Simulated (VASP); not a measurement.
The system is MgO.

```xyz
2
Lattice="0.0000 1.9981 2.1752 1.9981 0.0000 2.1752 1.9981 1.9981 0.0000" Properties=species:S:1:pos:R:3 pbc="T T T"
Mg    0.0000    0.0000    0.0000
O     1.9981    1.9981    2.1752
```

This cell differs from its parent crystal: epitaxial xy strain -5.0%.

Base run:

```yaml
Program: VASP 6.6.1
Functional: r2SCAN
Potentials_or_basis: VASP PAW PBE potentials, release 64 (Mg_sv, O)
Cutoff: 660 eV
k_mesh: 10 × 10 × 10
Occupations: gaussian, width 0.01 eV
Spin: no spin polarisation
```

Its results: band gap on the k mesh 6.28 eV, direct; pressure 15.5 GPa.

Question: The run is repeated on the same cell with these changes: potentials or basis from VASP PAW PBE potentials, release 64 (Mg_sv, O) to VASP PAW PBE potentials, release 64 (Mg, O); cutoff from 660 eV to 520 eV; further incar settings from ALGO = Normal; EDIFF = 1e-06; NBANDS = 15 to ALGO = Normal; EDIFF = 1e-07; NBANDS = 11; valence electrons from 16 to 8. What comes out?

Answer: Band gap on the k mesh 6.22 eV, direct; pressure 14.7 GPa.

Caveats: the PAW data sets were made with another functional, which shifts forces and pressure a little.

